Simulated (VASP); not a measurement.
# InSb (Cmcm) in VASP: notebook, part 2 of 2

VASP 6.6.1.

## (3) Single point, PBE

Input file INCAR:

```
SYSTEM = InSb
PREC     = Accurate       ! precision mode
ENCUT    = 520            ! plane-wave cutoff, eV
EDIFF    = 1E-7           ! SCF threshold, eV
ISMEAR   = 0              ! smearing method
SIGMA    = 0.1            ! smearing width, eV
LREAL    = .False.        ! projectors in reciprocal space
LASPH    = .True.         ! aspherical terms in the spheres
NELM     = 80             ! most SCF steps
ALGO     = Normal         ! electronic algorithm
ISIF     = 2              ! what is computed and relaxed
LWAVE    = .False.        ! write WAVECAR
LCHARG   = .False.        ! write CHGCAR
GGA      = PE             ! functional
NBANDS   = 26             ! bands
```

Input file KPOINTS:

```
Automatic mesh
0
Gamma
  8 8 6
  0.5 0.5 0.5
```

Input file POSCAR:

```
InSb
1.0
    3.0633140000     -3.0813730000      0.0000000000
    3.0633140000      3.0813730000      0.0000000000
    0.0000000000      0.0000000000      6.1268940000
In Sb
2 2
Direct
    0.2794110000      0.7205890000      0.2500000000
    0.7205890000      0.2794110000      0.7500000000
    0.7772050000      0.2227950000      0.2500000000
    0.2227950000      0.7772050000      0.7500000000
```

Potentials or basis: VASP PAW PBE potentials, release 64 (In_d, Sb).

On the command line:

```console
$ cat potpaw_PBE.64/In_d/POTCAR potpaw_PBE.64/Sb/POTCAR > POTCAR
$ mpirun -np 1 vasp_std > vasp.out
```

OUTCAR:

```text
SYSTEM = InSb
   PREC = Accurate
   ENCUT = 520
   EDIFF = 1E-7
   ISMEAR = 0
   LREAL = .False.
   LASPH = .True.
   NELM = 80
   ISIF = 2
   GGA = PE

 ion  position               nearest neighbor table
   1  0.279  0.721  0.250-   3 3.06   3 3.06   3 3.07   4 3.08   4 3.08   3 3.09
   2  0.721  0.279  0.750-   4 3.06   4 3.06   4 3.07   3 3.08   3 3.08   4 3.09
   3  0.777  0.223  0.250-   1 3.06   1 3.06   1 3.07   2 3.08   2 3.08   1 3.09
   4  0.223  0.777  0.750-   2 3.06   2 3.06   2 3.07   1 3.08   1 3.08   2 3.09

  LATTYP: Found a base centered orthorhombic cell.
 ALAT       =     6.1266280000
 B/A-ratio  =     1.0058952494
 C/A-ratio  =     1.0000434170

  Lattice vectors:

 A1 = (   3.0633140000,  -3.0813730000,   0.0000000000)
 A2 = (   3.0633140000,   3.0813730000,   0.0000000000)
 A3 = (   0.0000000000,   0.0000000000,   6.1268940000)

Analysis of symmetry for initial positions (statically):
=====================================================================
 Subroutine PRICEL returns:
 Original cell was already a primitive cell.

 Routine SETGRP: Setting up the symmetry group for a
 base centered orthorhombic supercell.

 Subroutine GETGRP returns: Found  8 space group operations
 (whereof  4 operations were pure point group operations)
 out of a pool of  8 trial point group operations.

The static configuration has the point symmetry C_2h.
 The point group associated with its full space group is D_2h.

Analysis of symmetry for dynamics (positions and initial velocities):
=====================================================================
 Subroutine PRICEL returns:
 Original cell was already a primitive cell.

 Routine SETGRP: Setting up the symmetry group for a
 base centered orthorhombic supercell.

 Subroutine GETGRP returns: Found  8 space group operations
 (whereof  4 operations were pure point group operations)
 out of a pool of  8 trial point group operations.

The dynamic configuration has the point symmetry C_2h.
 The point group associated with its full space group is D_2h.
[... 122 lines left out ...]
     AMIX     =   0.40;   BMIX     =  1.00
     AMIX_MAG =   1.60;   BMIX_MAG =  1.00
  volume/ion in A,a.u.               =      28.92       195.14
  Fermi-wavevector in a.u.,A,eV,Ry     =   1.109448  2.096553 16.747069  1.230875
  Thomas-Fermi vector in A             =   2.245988
   LORBIT       =      0    0 simple, 1 ext, 2 COOP (PROOUT), +10 PAW based schemes
   GGA     = PE    functional components
   LHFCALC =     F    Hartree Fock is set to
   AEXX    =    0.0000 exact exchange contribution
   IVDW    =     0    specifies the selected vdW correction
   LEPSILON=     F    determine dielectric tensor
   LRPA    =     F    only Hartree local field effects (RPA)
 non-spin polarized calculation
 Gauss-broadening in eV      SIGMA  =   0.10
  energy-cutoff  :      520.00
  volume of cell :      115.67
 maximum number of plane-waves:      3139
   NGX = 17   NGY = 17   NGZ = 23

 number of electron      35.9999988 magnetization

 Free energy of the ion-electron system (eV)
  ---------------------------------------------------
  ext. energy  EPLUGINS =         0.00000000
  ---------------------------------------------------
  free energy    TOTEN  =       -13.31945228 eV

  energy without entropy =      -13.30438313  energy(sigma->0) =      -13.31191770

 E-fermi :   6.6314     XC(G=0):  -9.7318

 val. band max:        6.6075020775   @ k =  -0.0625   0.0625   0.2500
 cond. band min:       6.6484662495   @ k =  -0.4375   0.0625   0.2500
 fundamental gap:      0.0409641720
 Fermi energy:         6.6313703614

 k-point     1 :       0.0625    0.0625    0.0833
  band No.  band energies     occupation
      1      -7.8824      2.00000
      2      -7.7745      2.00000
      3      -7.7665      2.00000
      4      -7.7592      2.00000
      5      -7.7575      2.00000
      6      -7.7457      2.00000
[... 685 lines left out ...]
     25      11.6766      0.00000
     26      12.4189      0.00000

 [... further k-points ...]

------------------------ aborting loop because EDIFF is reached ----------------------------------------

  FORCE on cell =-STRESS in cart. coord.  units (eV):
  Direction    XX          YY          ZZ          XY          YZ          ZX
  --------------------------------------------------------------------------------------
  -------------------------------------------------------------------------------------
  Total        0.0165976      0.0326180      0.1860575      0.0000000     -0.0000000      0.0000000
  in kB        0.2299058      0.4518164      2.5772202      0.0000000     -0.0000000      0.0000000
  external PRESSURE =       1.0863141 kB  Pullay stress =       0.0000000 kB

 VOLUME and BASIS-vectors are now :
 -----------------------------------------------------------------------------
  energy-cutoff  :      520.00
  volume of cell :      115.67
      direct lattice vectors                 reciprocal lattice vectors
     3.063314000 -3.081373000  0.000000000     0.163221922 -0.162265328  0.000000000
     3.063314000  3.081373000  0.000000000     0.163221922  0.162265328  0.000000000
     0.000000000  0.000000000  6.126894000     0.000000000  0.000000000  0.163214836

 POSITION                                       TOTAL-FORCE (eV/Angst)
 -----------------------------------------------------------------------------------
      3.06331      1.35943      1.53172         0.000000     -0.010901      0.000000
      3.06331     -1.35943      4.59517         0.000000      0.010901      0.000000
      3.06331     -1.70834      1.53172         0.000000      0.034600     -0.000000
      3.06331      1.70834      4.59517         0.000000     -0.034600     -0.000000
 -----------------------------------------------------------------------------------
    total drift:                               -0.000000     -0.000000     -0.000000

  FREE ENERGIE OF THE ION-ELECTRON SYSTEM (eV)
  ---------------------------------------------------
  free  energy   TOTEN  =       -13.3194522763 eV

  energy  without entropy=      -13.3043831293  energy(sigma->0) =      -13.31191770
```

stdout:

```text
POSCAR found type information on POSCAR InSb
 POSCAR found :  2 types and       4 ions
 scaLAPACK will be used
 LDA part: xc-table for (Slater+PW92), standard interpolation
 POSCAR, INCAR and KPOINTS ok, starting setup
 FFT: planning ... GRIDC
 FFT: planning ... GRID_SOFT
 FFT: planning ... GRID
 WAVECAR not read
 entering main loop
```

Wall time 2.7 min (1 thread of AMD EPYC 7R13, shared host); peak memory 0.28 GiB.

Results:

| Quantity | Value |
| --- | --- |
| Free energy | -13.3195 eV |
| Pressure | 0.1 GPa |
| Largest force | 0.035 eV/Å |
| Band gap on the k mesh | zero (band 18 reaches 7.15 eV, above the bottom of band 19 at 4.96 eV) |

Forces on the atoms (eV/Å):
```
In   0.000 -0.011  0.000
In   0.000  0.011  0.000
Sb   0.000  0.035  0.000
Sb   0.000 -0.035  0.000
```

Stress tensor (GPa, compression positive):
```
0.02 0.00 0.00
0.00 0.05 0.00
0.00 0.00 0.26
```

Caveat: spin-orbit coupling is left out, which moves the levels of the heavy elements.
